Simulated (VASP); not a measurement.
# AgBr (R-3m) in VASP: notebook

AgBr is run at these levels: PBEsol; tasks: single point.

Program: VASP 6.6.1. These are calculated values, not measurements. Logs are shortened: lines on timing, memory, paths and dates and some standing lists are left out, and cuts for length are marked.

## 1. The cell of the first run

It takes space group R-3m (No. 166, trigonal). Conventional cell: a = 4.102 Å, b = 4.102 Å, c = 9.898 Å, α = 90.00°, β = 90.00°, γ = 120.00°. Within 3.8 Å of Ag (site symmetry -3m) lie 6 Br at 2.89 Å. Within 3.8 Å of Br (site symmetry -3m) lie 6 Ag at 2.89 Å.

## 2. Single point, PBEsol (equal xy, yz and zx shear strains of -1 %)

INCAR reads:

```
SYSTEM = AgBr
PREC = Accurate
ENCUT = 500
EDIFF = 1E-6
ISMEAR = -1
SIGMA = 0.02
LREAL = .False.
LASPH = .True.
NELM = 120
ALGO = Normal
ISIF = 2
LWAVE = .False.
LCHARG = .True.
GGA = PS
LELF = .True.
LVHAR = .True.
NBANDS = 16
GGA_COMPAT = .False.
```

KPOINTS reads:

```
regular mesh
0
Gamma
  7 7 7
  0 0 0
```

POSCAR reads:

```
AgBr
1.0
   -0.0288605000      2.8716197500      2.8716197500
    2.8716197500     -0.0288605000      2.8716197500
    2.8716197500      2.8716197500     -0.0288605000
Ag Br
1 1
Direct
    0.5000000000      0.5000000000      0.5000000000
    0.0000000000      0.0000000000      0.0000000000
```

Potentials or basis: VASP PAW PBE potentials, release 64 (Ag, Br).

Started as:

```
> cat potpaw_PBE.64/Ag/POTCAR potpaw_PBE.64/Br/POTCAR > POTCAR
> mpirun -np 1 vasp_std > vasp.out
```

OUTCAR:

```text
SYSTEM = AgBr
   PREC = Accurate
   ENCUT = 500
   EDIFF = 1E-6
   ISMEAR = -1
   LREAL = .False.
   LASPH = .True.
   NELM = 120
   ISIF = 2
   GGA = PS

 ion  position               nearest neighbor table
   1  0.500  0.500  0.500-   2 2.89   2 2.89   2 2.89   2 2.89   2 2.89   2 2.89
   2  0.000  0.000  0.000-   1 2.89   1 2.89   1 2.89   1 2.89   1 2.89   1 2.89

  LATTYP: Found a trigonal (rhomboedric) cell.
 ALAT       =     4.0611861452
 COS(alpha) =     0.4899250057

  Lattice vectors:

 A1 = (  -0.0288605000,   2.8716197500,   2.8716197500)
 A2 = (   2.8716197500,  -0.0288605000,   2.8716197500)
 A3 = (   2.8716197500,   2.8716197500,  -0.0288605000)

Analysis of symmetry for initial positions (statically):
=====================================================================
 Subroutine PRICEL returns:
 Original cell was already a primitive cell.

 Routine SETGRP: Setting up the symmetry group for a
 trigonal (rhombohedral) supercell.

 Subroutine GETGRP returns: Found 12 space group operations
 (whereof 12 operations were pure point group operations)
 out of a pool of 12 trial point group operations.

The static configuration has the point symmetry D_3d.

Analysis of symmetry for dynamics (positions and initial velocities):
=====================================================================
 Subroutine PRICEL returns:
 Original cell was already a primitive cell.

 Routine SETGRP: Setting up the symmetry group for a
 trigonal (rhombohedral) supercell.

 Subroutine GETGRP returns: Found 12 space group operations
 (whereof 12 operations were pure point group operations)
 out of a pool of 12 trial point group operations.

The dynamic configuration has the point symmetry D_3d.

 Subroutine INISYM returns: Found 12 space group operations
 (whereof 12 operations are pure point group operations),
 and found     1 'primitive' translations

----------------------------------------------------------------------------------------

                                     Primitive cell

  volume of cell :      48.0738

  direct lattice vectors                    reciprocal lattice vectors
    -0.028860500  2.871619750  2.871619750    -0.171514613  0.173255878  0.173255878
     2.871619750 -0.028860500  2.871619750     0.173255878 -0.171514613  0.173255878
     2.871619750  2.871619750 -0.028860500     0.173255878  0.173255878 -0.171514613

[... 81 lines left out ...]
   ENCUT  =  500.0 eV  36.75 Ry    6.06 a.u.   7.40  7.40  7.40*2*pi/ulx,y,z
   NELM   =    120;   NELMIN=  2; NELMDL= -5     # of ELM steps
   EDIFF  = 0.1E-05   stopping-criterion for ELM
   LREAL  =      F    real-space projection
   EDIFFG = 0.1E-04   stopping-criterion for IOM
   NSW    =      0    number of steps for IOM
   IBRION =     -1    ionic relax: 0-MD 1-quasi-New 2-CG
   NFREE  =      0    steps in history (QN), initial steepest desc. (CG)
   ISIF   =      2    stress and relaxation
   ISYM   =      2    0-nonsym 1-usesym 2-fastsym
   POTIM  = 0.5000    time-step for ionic-motion
   TEBEG  =    0.0;   TEEND  =   0.0 temperature during run
   PSTRESS=    0.0 pullay stress
   NELECT =      18.0000    total number of electrons
   NUPDOWN=      -1.0000    fix difference up-down
   EMIN   =  10.00;   EMAX   =-10.00  energy-range for DOS
   EFERMI =   0.00;   METHOD = LEGACY
   ISMEAR =    -1;   SIGMA  =   0.02  broadening in eV -4-tet -1-fermi 0-gaus
   EFERMI_NEDOS =   21; number of points for ismear=-14 and -15
   IALGO  =     38    algorithm
   IMIX   =      4    mixing-type and parameters
     AMIX     =   0.40;   BMIX     =  1.00
     AMIX_MAG =   1.60;   BMIX_MAG =  1.00
  volume/ion in A,a.u.               =      24.04       162.21
  Fermi-wavevector in a.u.,A,eV,Ry     =   1.179948  2.229778 18.943069  1.392276
  Thomas-Fermi vector in A             =   2.316249
   LORBIT       =      0    0 simple, 1 ext, 2 COOP (PROOUT), +10 PAW based schemes
   GGA     = PS    functional components
   LHFCALC =     F    Hartree Fock is set to
   AEXX    =    0.0000 exact exchange contribution
   IVDW    =     0    specifies the selected vdW correction
   LEPSILON=     F    determine dielectric tensor
   LRPA    =     F    only Hartree local field effects (RPA)
 non-spin polarized calculation
  energy-cutoff  :      500.00
  volume of cell :       48.07
 maximum number of plane-waves:      1243
 NGX is ok and might be reduce to    30
   NGX = 15   NGY = 15   NGZ = 15

 number of electron      18.0000003 magnetization

 Free energy of the ion-electron system (eV)
  ---------------------------------------------------
  ext. energy  EPLUGINS =         0.00000000
  ---------------------------------------------------
  free energy    TOTEN  =        -5.67913740 eV

  energy without entropy =       -5.67913739  energy(sigma->0) =       -5.67913739

 E-fermi :   3.5491     XC(G=0): -10.0039

 val. band max:        3.2319771928   @ k =   0.4286  -0.0000  -0.0000
 cond. band min:       3.8046476111   @ k =   0.0000   0.0000   0.0000
 fundamental gap:      0.5726704183
 Fermi energy:         3.5490639033

 k-point     1 :       0.0000    0.0000    0.0000
  band No.  band energies     occupation
      1     -11.7079      2.00000
      2       0.5366      2.00000
      3       0.5366      2.00000
      4       0.5496      2.00000
      5       0.5496      2.00000
      6       0.5603      2.00000
[... 433 lines left out ...]
      3      -0.5219      2.00000
      4      -0.1354      2.00000
      5       0.6785      2.00000
      6       0.8186      2.00000
[... 8 lines left out ...]
     15      17.2417      0.00000
     16      17.5701      0.00000

 [... further k-points ...]

------------------------ aborting loop because EDIFF is reached ----------------------------------------

  FORCE on cell =-STRESS in cart. coord.  units (eV):
  Direction    XX          YY          ZZ          XY          YZ          ZX
  --------------------------------------------------------------------------------------
  -------------------------------------------------------------------------------------
  Total       -0.7065666     -0.7065666     -0.7065666      0.0238825      0.0238825      0.0238825
  in kB      -23.5480414    -23.5480414    -23.5480414      0.7959415      0.7959415      0.7959415
  external PRESSURE =     -23.5480414 kB  Pullay stress =       0.0000000 kB

 VOLUME and BASIS-vectors are now :
 -----------------------------------------------------------------------------
  energy-cutoff  :      500.00
  volume of cell :       48.07
      direct lattice vectors                 reciprocal lattice vectors
    -0.028860500  2.871619750  2.871619750    -0.171514613  0.173255878  0.173255878
     2.871619750 -0.028860500  2.871619750     0.173255878 -0.171514613  0.173255878
     2.871619750  2.871619750 -0.028860500     0.173255878  0.173255878 -0.171514613

 POSITION                                       TOTAL-FORCE (eV/Angst)
 -----------------------------------------------------------------------------------
      2.85719      2.85719      2.85719         0.000000      0.000000     -0.000000
      0.00000      0.00000      0.00000        -0.000000     -0.000000      0.000000
 -----------------------------------------------------------------------------------
    total drift:                                0.000000      0.000000      0.000000

  FREE ENERGIE OF THE ION-ELECTRON SYSTEM (eV)
  ---------------------------------------------------
  free  energy   TOTEN  =        -5.6791373954 eV

  energy  without entropy=       -5.6791373852  energy(sigma->0) =       -5.67913739
```

OSZICAR:

```text
N       E                     dE             d eps       ncg     rms          rms(c)
DAV:   1     0.832878806342E+02    0.83288E+02   -0.83126E+03  1408   0.984E+02
DAV:   2    -0.316017029386E+01   -0.86448E+02   -0.80009E+02  1760   0.203E+02
DAV:   3    -0.579934892886E+01   -0.26392E+01   -0.26328E+01  1720   0.357E+01
DAV:   4    -0.580921306856E+01   -0.98641E-02   -0.98637E-02  1744   0.254E+00
DAV:   5    -0.580929299375E+01   -0.79925E-04   -0.79925E-04  1760   0.221E-01    0.603E+00
DAV:   6    -0.568311160541E+01    0.12618E+00   -0.26378E-01  1728   0.701E+00    0.395E+00
DAV:   7    -0.567987681170E+01    0.32348E-02   -0.44864E-02  1544   0.142E+00    0.170E+00
DAV:   8    -0.567916822832E+01    0.70858E-03   -0.32377E-03  1760   0.560E-01    0.263E-01
DAV:   9    -0.567912863955E+01    0.39589E-04   -0.34919E-04  1680   0.230E-01    0.436E-02
DAV:  10    -0.567913427101E+01   -0.56315E-05   -0.22496E-05  1784   0.679E-02    0.200E-02
DAV:  11    -0.567913768733E+01   -0.34163E-05   -0.71562E-06  1768   0.214E-02    0.573E-03
DAV:  12    -0.567913739543E+01    0.29190E-06   -0.53311E-07   888   0.699E-03
   1 F= -.56791374E+01 E0= -.56791374E+01  d E =-.102523E-07
```

stdout:

```text
POSCAR found type information on POSCAR AgBr
 POSCAR found :  2 types and       2 ions
 scaLAPACK will be used
 -----------------------------------------------------------------------------
|                                                                             |
|                                                                             |
|     You enforced a specific xc type in the INCAR file but a different       |
|     I HOPE YOU KNOW WHAT YOU ARE DOING!                                     |
|                                                                             |
 -----------------------------------------------------------------------------

 LDA part: xc-table for (Slater+PW92), standard interpolation
 POSCAR, INCAR and KPOINTS ok, starting setup
 FFT: planning ... GRIDC
 FFT: planning ... GRID_SOFT
 FFT: planning ... GRID
 WAVECAR not read
 entering main loop
```

Wall time 30 s (1 thread of Intel Xeon 8259CL, shared host); peak memory 0.18 GiB.

Results:

| Item | Value |
| --- | --- |
| Free energy | -5.6791 eV |
| Pressure | -2.4 GPa |
| Band gap on the k mesh | 0.57 eV (least direct gap 2.34 eV) |

Caveat: the cell differs from its parent crystal (equal xy, yz and zx shear strains of -1 %); semilocal functionals underestimate gaps, and a narrow one can read as zero; the PAW data sets were made with another functional, which shifts forces and pressure a little. A k mesh can miss the band edges.

## 3. Single point, PBEsol (equal xy, yz and zx shear strains of +1 %)

INCAR reads:

```
ALGO = Normal
EDIFF = 1E-6
ENCUT = 500
GGA = PS
GGA_COMPAT = F
ISIF = 2
ISMEAR = -1
LASPH = T
LCHARG = F
LREAL = F
LWAVE = F
NBANDS = 16
NELM = 120
PREC = Accurate
SIGMA = 0.02
```

KPOINTS reads:

```
k-points
0
Gamma
  7 7 7
```

POSCAR reads:

```
AgBr
1.0
    0.0288605000      2.9004802500      2.9004802500
    2.9004802500      0.0288605000      2.9004802500
    2.9004802500      2.9004802500      0.0288605000
Ag Br
1 1
Direct
    0.5000000000      0.5000000000      0.5000000000
    0.0000000000      0.0000000000      0.0000000000
```

Potentials or basis: VASP PAW PBE potentials, release 64 (Ag, Br).

Started as:

```
> cat potpaw_PBE.64/Ag/POTCAR potpaw_PBE.64/Br/POTCAR > POTCAR
> mpirun -np 1 vasp_std > vasp.out
```

Wall time 28 s (1 thread of Intel Xeon 8259CL, shared host); peak memory 0.19 GiB.

The run converged. Its results:

| Item | Value |
| --- | --- |
| Free energy | -5.6791 eV |
| Pressure | -2.4 GPa |
| Band gap on the k mesh | 0.57 eV (least direct gap 2.37 eV) |

Stress tensor (GPa, compression positive):
```
-2.35 -0.08 -0.08
-0.08 -2.35 -0.08
-0.08 -0.08 -2.35
```

Levels at points of the mesh, in eV from the valence-band top:
| k point | band 5 | band 6 | band 7 | band 8 | band 9 | band 10 | band 11 | band 12 | band 13 | band 14 |
| --- | --- | --- | --- | --- | --- | --- | --- | --- | --- | --- |
| (0.00, 0.00, 0.00) | -2.68 | -2.68 | -1.88 | -1.80 | -1.80 | 0.57 | 9.76 | 9.94 | 9.94 | 10.98 |

Caveat: the cell differs from its parent crystal (equal xy, yz and zx shear strains of +1 %); semilocal functionals underestimate gaps, and a narrow one can read as zero; the PAW data sets were made with another functional, which shifts forces and pressure a little. A k mesh can miss the band edges.
